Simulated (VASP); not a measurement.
# Cu (Fd-3m) in VASP: a series of runs

Cu is run at these levels: PBEsol; tasks: relaxation of cell and atoms.

All numbers are computed with VASP 6.6.1; they aren't measurements. Logs are shortened: lines on timing, memory, paths and dates and some standing lists are left out, and cuts for length are marked.

### Step 1. The cell of the first run

It takes space group Fd-3m (No. 227, cubic). The conventional cell has a = 4.970 Å, b = 4.970 Å, c = 4.970 Å, α = 90.00°, β = 90.00°, γ = 90.00°. Cu (site symmetry -43m) has 4 Cu at 2.15 Å within 2.8 Å.

This isn't the form of Cu at room conditions, which is fcc.

### Step 2. Relaxation of cell and atoms, PBEsol

INCAR

```
SYSTEM = Cu
ALGO = Normal
EDIFF = 1E-6
EDIFFG = -0.02
ENCUT = 600
GGA = PS
IBRION = 2
ISIF = 3
ISMEAR = 0
LASPH = .TRUE.
LCHARG = .FALSE.
LREAL = .FALSE.
LWAVE = .FALSE.
NELM = 80
NSW = 80
PREC = Accurate
SIGMA = 0.1
```

KPOINTS

```
k-points
0
G
  16 16 16
  0 0 0
```

POSCAR

```
Cu
1.0
    0.0000000000      2.4850000000      2.4850000000
    2.4850000000      0.0000000000      2.4850000000
    2.4850000000      2.4850000000      0.0000000000
Cu
2
Direct
    0.0000000000      0.0000000000      0.0000000000
    0.2500000000      0.2500000000      0.2500000000
```

Potentials or basis: VASP PAW PBE potentials, release 64 (Cu).

On the command line:

```console
> cat potpaw_PBE.64/Cu/POTCAR > POTCAR
> mpirun -np 1 vasp_std > vasp.out
```

OUTCAR:

```text
SYSTEM = Cu
   EDIFF = 1E-6
   EDIFFG = -0.02
   ENCUT = 600
   GGA = PS
   IBRION = 2
   ISIF = 3
   ISMEAR = 0
   LASPH = .TRUE.
   LREAL = .FALSE.
   NELM = 80
   NSW = 80
   PREC = Accurate

 ion  position               nearest neighbor table
   1  0.000  0.000  0.000-   2 2.15   2 2.15   2 2.15   2 2.15
   2  0.250  0.250  0.250-   1 2.15   1 2.15   1 2.15   1 2.15

  LATTYP: Found a face centered cubic cell.
 ALAT       =     4.9700000000

  Lattice vectors:

 A1 = (   0.0000000000,   2.4850000000,   2.4850000000)
 A2 = (   2.4850000000,   0.0000000000,   2.4850000000)
 A3 = (   2.4850000000,   2.4850000000,   0.0000000000)

Analysis of symmetry for initial positions (statically):
=====================================================================
 Subroutine PRICEL returns:
 Original cell was already a primitive cell.

 Routine SETGRP: Setting up the symmetry group for a
 face centered cubic supercell.

 Subroutine GETGRP returns: Found 48 space group operations
 (whereof 24 operations were pure point group operations)
 out of a pool of 48 trial point group operations.

The static configuration has the point symmetry T_d .
 The point group associated with its full space group is O_h .

Analysis of symmetry for dynamics (positions and initial velocities):
=====================================================================
 Subroutine PRICEL returns:
 Original cell was already a primitive cell.

 Routine SETGRP: Setting up the symmetry group for a
 face centered cubic supercell.

 Subroutine GETGRP returns: Found 48 space group operations
 (whereof 24 operations were pure point group operations)
 out of a pool of 48 trial point group operations.

The dynamic configuration has the point symmetry T_d .
 The point group associated with its full space group is O_h .

 Subroutine INISYM returns: Found 48 space group operations
 (whereof 24 operations are pure point group operations),
 and found     1 'primitive' translations

----------------------------------------------------------------------------------------

                                     Primitive cell

  volume of cell :      30.6909

  direct lattice vectors                    reciprocal lattice vectors
     0.000000000  2.485000000  2.485000000    -0.201207243  0.201207243  0.201207243
     2.485000000  0.000000000  2.485000000     0.201207243 -0.201207243  0.201207243
     2.485000000  2.485000000  0.000000000     0.201207243  0.201207243 -0.201207243

  length of vectors
     3.514320702  3.514320702  3.514320702     0.348501169  0.348501169  0.348501169

  position of ions in fractional coordinates (direct lattice)
     0.000000000  0.000000000  0.000000000
     0.250000000  0.250000000  0.250000000

  ion indices of the primitive-cell ions
   primitive index   ion index
                 1           1
                 2           2

----------------------------------------------------------------------------------------

 KPOINTS: k-points

Automatic generation of k-mesh.
 Grid dimensions read from file:
 generate k-points for:   16   16   16

 Generating k-lattice:

  Cartesian coordinates                     Fractional coordinates (reciprocal lattice)
    -0.012575453  0.012575453  0.012575453     0.062500000  0.000000000  0.000000000
     0.012575453 -0.012575453  0.012575453     0.000000000  0.062500000  0.000000000
     0.012575453  0.012575453 -0.012575453     0.000000000  0.000000000  0.062500000

  Length of vectors
     0.021781323  0.021781323  0.021781323

  Shift w.r.t. Gamma in fractional coordinates (k-lattice)
     0.000000000  0.000000000  0.000000000

 Subroutine IBZKPT returns following result:
 ===========================================

 Found    145 irreducible k-points:

 Following reciprocal coordinates:
            Coordinates               Weight
  0.000000  0.000000  0.000000      1.000000
  0.062500  0.000000  0.000000      8.000000
  0.125000  0.000000  0.000000      8.000000
  0.187500  0.000000  0.000000      8.000000
  0.250000  0.000000  0.000000      8.000000
  0.312500  0.000000  0.000000      8.000000
[... 16 lines left out ...]
 -0.125000  0.062500  0.000000     24.000000
 -0.062500  0.062500  0.000000     12.000000
 [... further k-points ...]
   k-points           NKPTS =    145   k-points in BZ     NKDIM =    145   number of bands    NBANDS=     15
   number of dos      NEDOS =    301   number of ions     NIONS =      2
   total plane-waves  NPLWV =  21952
   dimension x,y,z NGX =    28 NGY =   28 NGZ =   28
   dimension x,y,z NGXF=    56 NGYF=   56 NGZF=   56
   ions per type =               2
   NGX,Y,Z   is equivalent  to a cutoff of  13.25, 13.25, 13.25 a.u.
   NGXF,Y,Z  is equivalent  to a cutoff of  26.49, 26.49, 26.49 a.u.
 SYSTEM =  Cu
   PREC   = accura    normal or accurate (medium, high low for compatibility)
   ISTART =      0    job   : 0-new  1-cont  2-samecut
   ICHARG =      2    charge: 1-file 2-atom 10-const
   ISPIN  =      1    spin polarized calculation?
   LNONCOLLINEAR =      F non collinear calculations
   LSORBIT =      F    spin-orbit coupling
   LASPH  =      T    aspherical Exc in radial PAW
   ENCUT  =  600.0 eV  44.10 Ry    6.64 a.u.   7.02  7.02  7.02*2*pi/ulx,y,z
   NELM   =     80;   NELMIN=  2; NELMDL= -5     # of ELM steps
   EDIFF  = 0.1E-05   stopping-criterion for ELM
   LREAL  =      F    real-space projection
   EDIFFG = -.2E-01   stopping-criterion for IOM
   NSW    =     80    number of steps for IOM
   IBRION =      2    ionic relax: 0-MD 1-quasi-New 2-CG
   NFREE  =      1    steps in history (QN), initial steepest desc. (CG)
   ISIF   =      3    stress and relaxation
   ISYM   =      2    0-nonsym 1-usesym 2-fastsym
   POTIM  = 0.5000    time-step for ionic-motion
   TEBEG  =    0.0;   TEEND  =   0.0 temperature during run
   PSTRESS=    0.0 pullay stress
   NELECT =      22.0000    total number of electrons
   NUPDOWN=      -1.0000    fix difference up-down
   EMIN   =  10.00;   EMAX   =-10.00  energy-range for DOS
   EFERMI =   0.00;   METHOD = LEGACY
   ISMEAR =     0;   SIGMA  =   0.10  broadening in eV -4-tet -1-fermi 0-gaus
   EFERMI_NEDOS =   21; number of points for ismear=-14 and -15
   IALGO  =     38    algorithm
   IMIX   =      4    mixing-type and parameters
     AMIX     =   0.40;   BMIX     =  1.00
     AMIX_MAG =   1.60;   BMIX_MAG =  1.00
  volume/ion in A,a.u.               =      15.35       103.56
  Fermi-wavevector in a.u.,A,eV,Ry     =   1.465141  2.768714 29.206773  2.146637
  Thomas-Fermi vector in A             =   2.581033
   LORBIT       =      0    0 simple, 1 ext, 2 COOP (PROOUT), +10 PAW based schemes
   GGA     = PS    functional components
   LHFCALC =     F    Hartree Fock is set to
   AEXX    =    0.0000 exact exchange contribution
   IVDW    =     0    specifies the selected vdW correction
   LEPSILON=     F    determine dielectric tensor
   LRPA    =     F    only Hartree local field effects (RPA)
 conjugate gradient relaxation of ions
 non-spin polarized calculation
 Gauss-broadening in eV      SIGMA  =   0.10
  energy-cutoff  :      600.00
  volume of cell :       30.69
 maximum number of plane-waves:      1037
   NGX = 13   NGY = 13   NGZ = 13

--------------------------------------- Ionic step        1  -------------------------------------------

 number of electron      22.0000024 magnetization

 Free energy of the ion-electron system (eV)
  ---------------------------------------------------
  ext. energy  EPLUGINS =         0.00000000
  ---------------------------------------------------
  free energy    TOTEN  =        -6.02230158 eV

  energy without entropy =       -6.01778092  energy(sigma->0) =       -6.02004125

 E-fermi :   4.5660     XC(G=0): -11.1886

 val. band max:        4.5557548404   @ k =   0.5000   0.1250   0.0000
 cond. band min:       4.5689364500   @ k =  -0.2500   0.4375   0.1875
 fundamental gap:      0.0131816096
 Fermi energy:         4.5659655182

 k-point     1 :       0.0000    0.0000    0.0000
  band No.  band energies     occupation
      1      -3.0067      2.00000
      2       0.7866      2.00000
      3       0.7866      2.00000
      4       0.8009      2.00000
      5       0.8009      2.00000
      6       0.8009      2.00000
      7       2.2576      2.00000
      8       2.2576      2.00000
      9       2.2576      2.00000
     10       3.1914      2.00000
     11       3.1914      2.00000
     12      15.9605      0.00000
     13      15.9605      0.00000
     14      15.9605      0.00000
     15      16.6219      0.00000
[... 472 lines left out ...]
 POSITION                                       TOTAL-FORCE (eV/Angst)
 -----------------------------------------------------------------------------------
      5.32723      5.32723      5.32723         0.000000      0.000000      0.000000
      1.33181      1.33181      1.33181        -0.000000     -0.000000     -0.000000
 -----------------------------------------------------------------------------------
    total drift:                                0.000000      0.000000      0.000000

  FREE ENERGIE OF THE ION-ELECTRON SYSTEM (eV)
  ---------------------------------------------------
  free  energy   TOTEN  =        -6.2287409714 eV

  energy  without entropy=       -6.2245116358  energy(sigma->0) =       -6.22662630

--------------------------------------- Ionic step        3  -------------------------------------------

 number of electron      22.0000019 magnetization

 Free energy of the ion-electron system (eV)
  ---------------------------------------------------
  ext. energy  EPLUGINS =         0.00000000
  ---------------------------------------------------
  free energy    TOTEN  =        -6.24542259 eV

  energy without entropy =       -6.24115144  energy(sigma->0) =       -6.24328701

 E-fermi :   3.0948     XC(G=0): -10.3745

 val. band max:        3.0822537470   @ k =  -0.3125   0.3750   0.1875
 cond. band min:       3.0948395620   @ k =  -0.2500   0.4375   0.1875
 fundamental gap:      0.0125858150
 Fermi energy:         3.0948284354

 k-point     1 :       0.0000    0.0000    0.0000
  band No.  band energies     occupation
      1      -3.5230      2.00000
      2      -0.0542      2.00000
      3      -0.0542      2.00000
      4      -0.0542      2.00000
      5      -0.0325      2.00000
      6      -0.0325      2.00000
      7       1.1357      2.00000
      8       1.1357      2.00000
      9       1.1357      2.00000
     10       1.8559      2.00000
     11       1.8559      2.00000
     12      13.2620      0.00000
     13      13.2620      0.00000
     14      13.2620      0.00000
     15      14.1098      0.00000
[... 436 lines left out ...]
 POSITION                                       TOTAL-FORCE (eV/Angst)
 -----------------------------------------------------------------------------------
      0.00000      0.00000      0.00000        -0.000000     -0.000000     -0.000000
      1.31001      1.31001      1.31001         0.000000      0.000000      0.000000
 -----------------------------------------------------------------------------------
    total drift:                                0.000000      0.000000      0.000000

  FREE ENERGIE OF THE ION-ELECTRON SYSTEM (eV)
  ---------------------------------------------------
  free  energy   TOTEN  =        -6.2454225882 eV

  energy  without entropy=       -6.2411514356  energy(sigma->0) =       -6.24328701

 reached required accuracy - stopping structural energy minimisation
```

Run time: 2.6 min. Hardware: 1 thread of Intel Xeon Platinum 8488C (Sapphire Rapids), shared host; peak memory 0.2 GiB.

Results:

```
Free energy                           : -6.2454 eV
Relaxed volume                        : 17.99 Å³/atom
Relaxed cell                          : a = 3.705 Å, b = 3.705 Å, c = 3.705 Å, α = 60.00°, β = 60.00°, γ = 60.00°
Space group after relaxing (to 0.1 Å) : Fd-3m (No. 227)
Energy gained by relaxing             : 111.6 meV/atom
Ionic steps                           : 3
Pressure after relaxing               : 0.1 GPa
Band gap on the k mesh                : zero (bands 11 and 12 overlap by 1.01 eV)
```

The path:
```tsv
step	energy change (eV)	largest force (eV/Å)	pressure (GPa)	volume (Å³)
1	0.0000	0.0000	15.56	30.69
2	-0.2064	0.0000	-2.88	37.80
3	-0.2231	0.0000	0.08	35.97
```

Final structure:
```
Cu
1.0
     0.00000    2.62002    2.62002
     2.62002    0.00000    2.62002
     2.62002    2.62002    0.00000
Cu
2
Direct
  0.00000 0.00000 0.00000
  0.25000 0.25000 0.25000
```

Levels at points of the mesh, in eV from the Fermi level:
```
           k point  band 9  band 10  band 11  band 12  band 13  band 14
(0.00, 0.00, 0.00)   -1.96    -1.24    -1.24    10.17    10.17    10.17
(0.50, 0.00, 0.00)   -1.67    -1.34    -1.34    -0.35     7.35     7.35
(0.50, 0.50, 0.00)   -1.24    -1.24     0.24     0.24     3.80     3.80
```

Caveat: the volume moved by over 15 % at a fixed basis, so the end points are rough; the PAW data sets were made with another functional, which shifts forces and pressure a little.

(Continued in part 2 of 2.)

The gap in the log of VASP goes by the Fermi energy; the results here count the filled bands.